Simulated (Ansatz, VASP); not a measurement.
# One calculation of C, two programs

INCAR

```
PREC     = Accurate       # precision mode
ENCUT    = 600            # plane-wave cutoff, eV
EDIFF    = 1E-6           # SCF threshold, eV
ISMEAR   = 0              # smearing method
SIGMA    = 0.01           # smearing width, eV
LREAL    = False          # projectors in reciprocal space
LASPH    = True           # aspherical terms in the spheres
NELM     = 120            # most SCF steps
ALGO     = Normal         # electronic algorithm
ISIF     = 2              # what is computed and relaxed
LWAVE    = False          # write WAVECAR
LCHARG   = False          # write CHGCAR
GGA      = PE             # functional
NBANDS   = 11             # bands
GGA_COMPAT= False
```

KPOINTS

```
Automatic mesh
0
Gamma
  13 13 13
```

Contents of POSCAR:

```
C
1.0
    0.0000000000      1.7857859974      1.7857859974
    1.7857859974      0.0000000000      1.7857859974
    1.7857859974      1.7857859974      0.0000000000
C
2
Direct
    0.0000000000      0.0000000000      0.0000000000
    0.2499999997      0.2499999997      0.2499999997
```

Input for Ansatz:

```yaml
crystal:
  lattice:
    - [0.0, 1.7857859974, 1.7857859974]
    - [1.7857859974, 0.0, 1.7857859974]
    - [1.7857859974, 1.7857859974, 0.0]
  atoms:
    - { symbol: C, position: [0.0, 0.0, 0.0] }
    - { symbol: C, position: [0.2499999997, 0.2499999997, 0.2499999997] }
basis:
  ecutwfc: 420.0
  ecutrho_ratio: 4
  xc_grid: 2
  fft_grid_basis: typed
  precision: f64
hamiltonian:
  pseudopotentials: { kind: paw }
scf:
  max_iter: 60
  self_checks: high
  occupations: { method: fixed }
kpoints:
  mp_grid: { grid: [13, 13, 13] }
  band_path: { path: [VBM, CBM], npoints: 1 }
checkpoint:
  write: "../edges.relax.run"
  compress: false
  write_wavefunctions: true
  write_every: 100000
```

Alike in both runs: task single point; functional PBE; k mesh 13 × 13 × 13; no spin polarisation.

|  | VASP | Ansatz |
| --- | --- | --- |
| version | VASP 6.6.1 | Ansatz 0.2.0 |
| potentials or method | VASP PAW PBE potentials, release 64 (C), cutoff 600 eV | plane-wave PAW DFT |
| occupations | gaussian, width 0.01 eV | fixed |
| valence electrons in the cell | 8 | 8 |

```tsv
	VASP	Ansatz	Ansatz less VASP
gap on the k mesh at the Fermi level (eV)	4.13	4.14	+0.007
```
